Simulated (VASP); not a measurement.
# LiSb7 (Fm-3m) in VASP: a series of runs

Runs on LiSb7. Level: PBE. Tasks: single point, relaxation of cell and atoms.

All numbers are computed with VASP 6.6.1; they aren't measurements. Logs are shortened: lines on timing, memory, paths and dates and some standing lists are left out, and cuts for length are marked.

### 1 The cell of the first run

The structure is cubic, space group Fm-3m (No. 225). Conventional cell: a = 9.485 Å, b = 9.485 Å, c = 9.485 Å, α = 90.00°, β = 90.00°, γ = 90.00°. Li (site symmetry m-3m) has 12 Sb at 3.35 Å within 4.4 Å. Sb (site symmetry mmm) has 2 Li at 3.35 Å and 10 Sb at 3.35 Å within 4.4 Å. Within 4.4 Å of Sb (site symmetry m-3m) lie 12 Sb at 3.35 Å.

### 2 Single point, PBE

The input, INCAR:

```
ALGO = Normal
EDIFF = 1E-6
ENCUT = 520
GGA = PE
ISIF = 2
ISMEAR = 0
LASPH = T
LCHARG = F
LREAL = F
LWAVE = F
NBANDS = 29
NELM = 100
PREC = Accurate
SIGMA = 0.1
```

The input, KPOINTS:

```
k-points
0
Gamma
  8 8 8
```

The input, POSCAR:

```
LiSb7
1.0
    0.0000000000      4.7425597665      4.7425597665
    4.7425597665      0.0000000000      4.7425597665
    4.7425597665      4.7425597665      0.0000000000
Li Sb
1 7
Direct
    0.0000000000      0.0000000000      0.0000000000
    0.5000000000      0.0000000000      0.0000000000
    0.0000000000      0.5000000000      0.5000000000
    0.0000000000      0.5000000000      0.0000000000
    0.5000000000      0.0000000000      0.5000000000
    0.0000000000      0.0000000000      0.5000000000
    0.5000000000      0.5000000000      0.0000000000
    0.5000000000      0.5000000000      0.5000000000
```

Potentials or basis: VASP PAW PBE potentials, release 64 (Li_sv, Sb).

Command:

```bash
$ cat potpaw_PBE.64/Li_sv/POTCAR potpaw_PBE.64/Sb/POTCAR > POTCAR
$ mpirun -np 1 vasp_std > vasp.out
```

OUTCAR:

```text
EDIFF = 1E-6
   ENCUT = 520
   GGA = PE
   ISIF = 2
   ISMEAR = 0
   LASPH = T
   LREAL = F
   NELM = 100
   PREC = Accurate

 ion  position               nearest neighbor table
   1  0.000  0.000  0.000-
   2  0.500  0.000  0.000-   5 3.35   7 3.35   5 3.35   6 3.35   8 3.35   4 3.35   7 3.35   8 3.35
                             4 3.35   6 3.35
   3  0.000  0.500  0.500-   4 3.35   6 3.35   8 3.35   4 3.35   7 3.35   5 3.35   6 3.35   5 3.35
                             7 3.35   8 3.35
   4  0.000  0.500  0.000-   3 3.35   7 3.35   3 3.35   6 3.35   8 3.35   2 3.35   6 3.35   2 3.35
                             7 3.35   8 3.35
   5  0.500  0.000  0.500-   2 3.35   6 3.35   8 3.35   2 3.35   7 3.35   3 3.35   7 3.35   8 3.35
                             3 3.35   6 3.35
   6  0.000  0.000  0.500-   3 3.35   5 3.35   2 3.35   4 3.35   3 3.35   4 3.35   8 3.35   2 3.35
                             5 3.35   8 3.35
   7  0.500  0.500  0.000-   2 3.35   4 3.35   8 3.35   3 3.35   5 3.35   8 3.35   2 3.35   5 3.35
                             3 3.35   4 3.35
   8  0.500  0.500  0.500-   3 3.35   5 3.35   7 3.35   2 3.35   4 3.35   7 3.35   2 3.35   5 3.35
                             6 3.35   3 3.35   4 3.35   6 3.35

  LATTYP: Found a face centered cubic cell.
 ALAT       =     9.4851195330

  Lattice vectors:

 A1 = (   0.0000000000,   4.7425597665,   4.7425597665)
 A2 = (   4.7425597665,   0.0000000000,   4.7425597665)
 A3 = (   4.7425597665,   4.7425597665,   0.0000000000)

Analysis of symmetry for initial positions (statically):
=====================================================================
 Subroutine PRICEL returns:
 Original cell was already a primitive cell.

 Routine SETGRP: Setting up the symmetry group for a
 face centered cubic supercell.

 Subroutine GETGRP returns: Found 48 space group operations
 (whereof 48 operations were pure point group operations)
 out of a pool of 48 trial point group operations.

The static configuration has the point symmetry O_h .

Analysis of symmetry for dynamics (positions and initial velocities):
=====================================================================
 Subroutine PRICEL returns:
 Original cell was already a primitive cell.

 Routine SETGRP: Setting up the symmetry group for a
 face centered cubic supercell.

 Subroutine GETGRP returns: Found 48 space group operations
 (whereof 48 operations were pure point group operations)
 out of a pool of 48 trial point group operations.

The dynamic configuration has the point symmetry O_h .

 Subroutine INISYM returns: Found 48 space group operations
 (whereof 48 operations are pure point group operations),
 and found     1 'primitive' translations

----------------------------------------------------------------------------------------

                                     Primitive cell

  volume of cell :     213.3381

  direct lattice vectors                    reciprocal lattice vectors
     0.000000000  4.742559767  4.742559767    -0.105428297  0.105428297  0.105428297
     4.742559767  0.000000000  4.742559767     0.105428297 -0.105428297  0.105428297
     4.742559767  4.742559767  0.000000000     0.105428297  0.105428297 -0.105428297

  length of vectors
     6.706992342  6.706992342  6.706992342     0.182607167  0.182607167  0.182607167

  position of ions in fractional coordinates (direct lattice)
     0.000000000  0.000000000  0.000000000
     0.500000000  0.000000000  0.000000000
     0.000000000  0.500000000  0.500000000
     0.000000000  0.500000000  0.000000000
     0.500000000  0.000000000  0.500000000
     0.000000000  0.000000000  0.500000000
     0.500000000  0.500000000  0.000000000
     0.500000000  0.500000000  0.500000000

  ion indices of the primitive-cell ions
   primitive index   ion index
                 1           1
                 2           2
                 3           3
                 4           4
                 5           5
                 6           6
                 7           7
                 8           8

----------------------------------------------------------------------------------------

 KPOINTS: k-points

Automatic generation of k-mesh.
 Grid dimensions read from file:
 generate k-points for:    8    8    8

 Generating k-lattice:

  Cartesian coordinates                     Fractional coordinates (reciprocal lattice)
    -0.013178537  0.013178537  0.013178537     0.125000000  0.000000000  0.000000000
     0.013178537 -0.013178537  0.013178537     0.000000000  0.125000000  0.000000000
     0.013178537  0.013178537 -0.013178537     0.000000000  0.000000000  0.125000000

  Length of vectors
     0.022825896  0.022825896  0.022825896

  Shift w.r.t. Gamma in fractional coordinates (k-lattice)
     0.000000000  0.000000000  0.000000000

 Subroutine IBZKPT returns following result:
 ===========================================

 Found     29 irreducible k-points:

 Following reciprocal coordinates:
            Coordinates               Weight
  0.000000  0.000000  0.000000      1.000000
  0.125000  0.000000  0.000000      8.000000
  0.250000  0.000000  0.000000      8.000000
  0.375000  0.000000  0.000000      8.000000
  0.500000  0.000000  0.000000      4.000000
  0.125000  0.125000  0.000000      6.000000
[... 16 lines left out ...]
  0.500000  0.250000  0.125000     48.000000
 -0.375000  0.250000  0.125000     24.000000
 [... further k-points ...]
   k-points           NKPTS =     29   k-points in BZ     NKDIM =     29   number of bands    NBANDS=     29
   number of dos      NEDOS =    301   number of ions     NIONS =      8
   total plane-waves  NPLWV = 125000
   dimension x,y,z NGX =    50 NGY =   50 NGZ =   50
   dimension x,y,z NGXF=   100 NGYF=  100 NGZF=  100
   ions per type =               1   7
   NGX,Y,Z   is equivalent  to a cutoff of  12.39, 12.39, 12.39 a.u.
   NGXF,Y,Z  is equivalent  to a cutoff of  24.79, 24.79, 24.79 a.u.
 SYSTEM =  unknown system
   PREC   = accura    normal or accurate (medium, high low for compatibility)
   ISTART =      0    job   : 0-new  1-cont  2-samecut
   ICHARG =      2    charge: 1-file 2-atom 10-const
   ISPIN  =      1    spin polarized calculation?
   LNONCOLLINEAR =      F non collinear calculations
   LSORBIT =      F    spin-orbit coupling
   LASPH  =      T    aspherical Exc in radial PAW
   ENCUT  =  520.0 eV  38.22 Ry    6.18 a.u.  12.47 12.47 12.47*2*pi/ulx,y,z
   NELM   =    100;   NELMIN=  2; NELMDL= -5     # of ELM steps
   EDIFF  = 0.1E-05   stopping-criterion for ELM
   LREAL  =      F    real-space projection
   EDIFFG = 0.1E-04   stopping-criterion for IOM
   NSW    =      0    number of steps for IOM
   IBRION =     -1    ionic relax: 0-MD 1-quasi-New 2-CG
   NFREE  =      0    steps in history (QN), initial steepest desc. (CG)
   ISIF   =      2    stress and relaxation
   ISYM   =      2    0-nonsym 1-usesym 2-fastsym
   POTIM  = 0.5000    time-step for ionic-motion
   TEBEG  =    0.0;   TEEND  =   0.0 temperature during run
   PSTRESS=    0.0 pullay stress
   NELECT =      38.0000    total number of electrons
   NUPDOWN=      -1.0000    fix difference up-down
   EMIN   =  10.00;   EMAX   =-10.00  energy-range for DOS
   EFERMI =   0.00;   METHOD = LEGACY
   ISMEAR =     0;   SIGMA  =   0.10  broadening in eV -4-tet -1-fermi 0-gaus
   EFERMI_NEDOS =   21; number of points for ismear=-14 and -15
   IALGO  =     38    algorithm
   IMIX   =      4    mixing-type and parameters
     AMIX     =   0.40;   BMIX     =  1.00
     AMIX_MAG =   1.60;   BMIX_MAG =  1.00
  volume/ion in A,a.u.               =      26.67       179.96
  Fermi-wavevector in a.u.,A,eV,Ry     =   0.921114  1.740652 11.543868  0.848450
  Thomas-Fermi vector in A             =   2.046494
   LORBIT       =      0    0 simple, 1 ext, 2 COOP (PROOUT), +10 PAW based schemes
   GGA     = PE    functional components
   LHFCALC =     F    Hartree Fock is set to
   AEXX    =    0.0000 exact exchange contribution
   IVDW    =     0    specifies the selected vdW correction
   LEPSILON=     F    determine dielectric tensor
   LRPA    =     F    only Hartree local field effects (RPA)
 non-spin polarized calculation
 Gauss-broadening in eV      SIGMA  =   0.10
  energy-cutoff  :      520.00
  volume of cell :      213.34
 maximum number of plane-waves:      5777
 NGX is ok and might be reduce to    50
   NGX = 25   NGY = 25   NGZ = 25

 number of electron      37.9999993 magnetization

 Free energy of the ion-electron system (eV)
  ---------------------------------------------------
  ext. energy  EPLUGINS =         0.00000000
  ---------------------------------------------------
  free energy    TOTEN  =       -29.75017962 eV

  energy without entropy =      -29.72703559  energy(sigma->0) =      -29.73860760

 E-fermi :   7.5538     XC(G=0):  -9.8084

 val. band max:        7.5294420168   @ k =   0.5000   0.1250   0.0000
 cond. band min:       7.5556157560   @ k =   0.5000   0.2500   0.0000
 fundamental gap:      0.0261737392
 Fermi energy:         7.5538283657

 k-point     1 :       0.0000    0.0000    0.0000
  band No.  band energies     occupation
      1     -39.8914      2.00000
      2      -5.0239      2.00000
      3      -1.5331      2.00000
      4      -1.5331      2.00000
      5      -1.5331      2.00000
      6      -0.7623      2.00000
[... 21 lines left out ...]
     28      12.1601      0.00000
     29      12.1601      0.00000

 k-point     2 :       0.1250    0.0000    0.0000
  band No.  band energies     occupation
      1     -39.8914      2.00000
      2      -4.9512      2.00000
      3      -1.8187      2.00000
      4      -1.5134      2.00000
      5      -1.5134      2.00000
      6      -0.8743      2.00000
[... 21 lines left out ...]
     28      11.7003      0.00000
     29      12.3251      0.00000

 k-point     3 :       0.2500    0.0000    0.0000
  band No.  band energies     occupation
      1     -39.8914      2.00000
      2      -4.7356      2.00000
      3      -2.4644      2.00000
      4      -1.4462      2.00000
      5      -1.4462      2.00000
      6      -1.0321      2.00000
[... 21 lines left out ...]
     28      11.0351      0.00000
     29      12.0931      0.00000

 k-point     4 :       0.3750    0.0000    0.0000
  band No.  band energies     occupation
      1     -39.8913      2.00000
      2      -4.3920      2.00000
      3      -3.1465      2.00000
      4      -1.3144      2.00000
      5      -1.3144      2.00000
      6      -1.1424      2.00000
[... 21 lines left out ...]
     28      10.6493      0.00000
     29      12.0210      0.00000

 k-point     5 :       0.5000    0.0000    0.0000
  band No.  band energies     occupation
      1     -39.8913      2.00000
      2      -4.0847      2.00000
      3      -3.5757      2.00000
      4      -1.1820      2.00000
      5      -1.1479      2.00000
      6      -1.1479      2.00000
[... 21 lines left out ...]
     28      10.7068      0.00000
     29      10.9603      0.00000
[... 510 lines left out ...]
     28      11.0293      0.00000
     29      11.0345      0.00000

 k-point    22 :       0.3750    0.2500    0.1250
  band No.  band energies     occupation
      1     -39.8914      2.00000
      2      -4.5440      2.00000
      3      -2.4278      2.00000
      4      -2.1477      2.00000
      5      -1.4918      2.00000
      6      -1.2806      2.00000
[... 21 lines left out ...]
     28      10.7677      0.00000
     29      11.1699      0.00000

 k-point    23 :       0.5000    0.2500    0.1250
  band No.  band energies     occupation
      1     -39.8913      2.00000
      2      -4.2004      2.00000
      3      -3.0070      2.00000
      4      -2.2996      2.00000
      5      -1.7066      2.00000
      6      -1.0214      2.00000
[... 21 lines left out ...]
     28      10.2709      0.00000
     29      10.8342      0.00000

 k-point    24 :      -0.3750    0.2500    0.1250
  band No.  band energies     occupation
      1     -39.8913      2.00000
      2      -3.8817      2.00000
      3      -3.4376      2.00000
      4      -2.3142      2.00000
      5      -1.7998      2.00000
      6      -0.9248      2.00000
[... 21 lines left out ...]
     28      10.7039      0.00000
     29      11.2543      0.00000

 [... further k-points ...]
[... 5 lines left out ...]
  --------------------------------------------------------------------------------------
  -------------------------------------------------------------------------------------
  Total       -0.1357457     -0.1357457     -0.1357457     -0.0000000      0.0000000     -0.0000000
  in kB       -1.0194556     -1.0194556     -1.0194556     -0.0000000      0.0000000     -0.0000000
  external PRESSURE =      -1.0194556 kB  Pullay stress =       0.0000000 kB

 VOLUME and BASIS-vectors are now :
 -----------------------------------------------------------------------------
  energy-cutoff  :      520.00
  volume of cell :      213.34
      direct lattice vectors                 reciprocal lattice vectors
     0.000000000  4.742559767  4.742559767    -0.105428297  0.105428297  0.105428297
     4.742559767  0.000000000  4.742559767     0.105428297 -0.105428297  0.105428297
     4.742559767  4.742559767  0.000000000     0.105428297  0.105428297 -0.105428297

 POSITION                                       TOTAL-FORCE (eV/Angst)
 -----------------------------------------------------------------------------------
      0.00000      0.00000      0.00000        -0.000000      0.000000      0.000000
      0.00000      2.37128      2.37128        -0.000000      0.000000      0.000000
      4.74256      2.37128      2.37128         0.000000      0.000000      0.000000
      2.37128      0.00000      2.37128         0.000000     -0.000000     -0.000000
      2.37128      4.74256      2.37128        -0.000000     -0.000000     -0.000000
      2.37128      2.37128      0.00000        -0.000000      0.000000      0.000000
      2.37128      2.37128      4.74256        -0.000000      0.000000      0.000000
      4.74256      4.74256      4.74256         0.000000      0.000000      0.000000
 -----------------------------------------------------------------------------------
    total drift:                                0.000000      0.000000      0.000000

  FREE ENERGIE OF THE ION-ELECTRON SYSTEM (eV)
  ---------------------------------------------------
  free  energy   TOTEN  =       -29.7501796151 eV

  energy  without entropy=      -29.7270355929  energy(sigma->0) =      -29.73860760
```

Wall time 85 s (1 thread of Intel Xeon 6975P-C (Granite Rapids), shared host); peak memory 0.41 GiB.

What came out:

```yaml
Free_energy: -29.7502 eV
Band_gap_on_the_k_mesh: zero (band 19 reaches 8.45 eV, above the bottom of band 20 at 6.35 eV)
```

Caveat: the cutoff is under 1.25 times the usual one of these potentials, so pressure, stress and relaxed cells hold a basis-set (Pulay) error; spin-orbit coupling is left out, which moves the levels of the heavy elements.

(Part 1 of 2 ends here.)
